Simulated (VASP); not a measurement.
Here is a VASP 6.6.1 calculation.

Contents of INCAR:

```
  PREC = Accurate
  ENCUT = 520
  EDIFF = 1E-6
  ISMEAR = -1
  SIGMA = 0.1
  LREAL = Auto
  LASPH = T
  NELM = 80
  ALGO = Normal
  ISIF = 2
  LWAVE = F
  LCHARG = F
  GGA = B5
  ALDAX = 1.0
  AGGAX = 1.0
  AGGAC = 1.0
  ALDAC = 0.0
  NBANDS = 70
```

The input KPOINTS:

```
Automatic mesh
0
Gamma
  3 3 3
  0.5 0.5 0
```

Contents of POSCAR:

```
GaP3
1.0
    7.0451170000      0.4101730000      1.7218480000
   -0.6564570000      7.1974610000     -0.8013240000
   -0.0495750000      0.3984870000      6.4245810000
P Ga
12 4
Direct
    0.1616410000      0.9476820000      0.9775730000
    0.7971950000      0.4152670000      0.7078720000
    0.3000040000      0.6351870000      0.7715080000
    0.4989280000      0.1384090000      0.9166580000
    0.6000700000      0.7827920000      0.9164580000
    0.9273930000      0.6519940000      0.9769900000
    0.7620170000      0.6417320000      0.3984830000
    0.7186070000      0.3465030000      0.1328260000
    0.2421640000      0.0935820000      0.3415270000
    0.8773770000      0.0087220000      0.3277090000
    0.0240970000      0.3775800000      0.3111610000
    0.1531600000      0.3022820000      0.8876400000
    0.8850860000      0.0521780000      0.7651690000
    0.3821450000      0.5809630000      0.2584410000
    0.4775380000      0.3212480000      0.5455610000
    0.4979980000      0.9189970000      0.5238170000
```

Potentials or basis: VASP PAW PBE potentials, release 64 (P, Ga_d).

Launch:

```console
$ cat potpaw_PBE.64/P/POTCAR potpaw_PBE.64/Ga_d/POTCAR > POTCAR
$ mpirun -np 1 vasp_std > vasp.out
```

Q: Estimate the pressure.

A: -2.6 GPa.

Q: Predict the largest force.

A: 0.990 eV/Å.

Q: Predict the band gap on the k mesh.

A: Zero (bands 56 and 57 overlap by 0.11 eV).

Forces on the atoms (eV/Å):
```
P   -0.496  0.229  0.305
P    0.152  0.537 -0.134
P    0.189  0.092  0.404
P   -0.460 -0.407  0.463
P   -0.173 -0.010 -0.219
P   -0.571 -0.207 -0.619
P    0.586  0.279 -0.379
P   -0.300  0.123  0.031
P   -0.524 -0.032 -0.390
P    0.627 -0.173  0.746
P    0.324 -0.552 -0.258
P    0.614  0.184  0.455
Ga   0.108 -0.070 -0.342
Ga   0.056  0.124 -0.166
Ga  -0.127  0.100  0.183
Ga  -0.004 -0.217 -0.080
```

Caveat: the PAW data sets were made with another functional, which shifts forces and pressure a little.
